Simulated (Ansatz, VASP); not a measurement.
La in VASP and in Ansatz

Contents of INCAR:

```
SYSTEM = La
ALGO     = Normal         ! electronic algorithm
EDIFF    = 1E-7           ! SCF threshold, eV
ENCUT    = 520            ! plane-wave cutoff, eV
GGA      = PS             ! functional
ISIF     = 2              ! what is computed and relaxed
ISMEAR   = -1             ! smearing method
LASPH    = .TRUE.         ! aspherical terms in the spheres
LCHARG   = .FALSE.        ! write CHGCAR
LREAL    = .FALSE.        ! projectors in reciprocal space
LWAVE    = .FALSE.        ! write WAVECAR
NBANDS   = 18             ! bands
NELM     = 60             ! most SCF steps
PREC     = Accurate       ! precision mode
SIGMA    = 0.05           ! smearing width, eV
```

File KPOINTS:

```
k-points
0
G
  11 11 6
  0 0 0
```

File POSCAR:

```
La
1.0
    3.7500020507      0.0000000000      0.0000000000
   -1.8750010253      3.2475970401      0.0000000000
    0.0000000000      0.0000000000      6.0700000000
La
2
Direct
    0.3333333333      0.6666666667      0.2500000000
    0.6666666667      0.3333333333      0.7500000000
```

Input for Ansatz:

```yaml
crystal:
  lattice:
    - [3.7500020507, 0.0, 0.0]
    - [-1.8750010253, 3.2475970401, 0.0]
    - [0.0, 0.0, 6.07]
  atoms:
    - { symbol: La, position: [0.3333333333, 0.6666666667, 0.25] }
    - { symbol: La, position: [0.6666666667, 0.3333333333, 0.75] }
kpoints:
  mp_grid: { grid: [11, 11, 6] }
  band_path:
    path:
      - [0.0, 0.0, 0.0]
      - [0.5, 0.0, 0.0]
      - [0.3333333333, 0.3333333333, 0.0]
      - [0.0, 0.0, 0.0]
      - [0.0, 0.0, 0.5]
      - [0.5, 0.0, 0.5]
      - [0.3333333333, 0.3333333333, 0.5]
      - [0.0, 0.0, 0.5]
      - [0.5, 0.0, 0.5]
    npoints: 5
scf:
  occupations: { method: fermi_dirac, width: 0.05 }
hamiltonian:
  xc: pbesol
  pseudopotentials: { kind: all_electron, lapw: { basis_error: 0.00025 } }
output:
  forces: true
  stress: true
  eigenvalues: true
```

Alike in both runs: task single point; functional PBEsol; k mesh 11 × 11 × 6; occupations fermi-dirac, width 0.05 eV; no spin polarisation.

|  | VASP | Ansatz |
| --- | --- | --- |
| version | VASP 6.6.1 | Ansatz 0.2.0 |
| potentials or method | VASP PAW PBE potentials, release 64 (La), cutoff 520 eV | all-electron LAPW, scalar-relativistic |

```tsv
	VASP	Ansatz	Ansatz less VASP
pressure (GPa)	-1.7	-1.7	-0.01
traceless stress, the component that is largest in VASP (GPa)	-0.10	-0.11	-0.012
```

VASP's potentials were made for PBE, not for PBEsol. Ansatz ran all-electron here, and VASP with PAW potentials.

Neither program's run includes spin-orbit coupling.
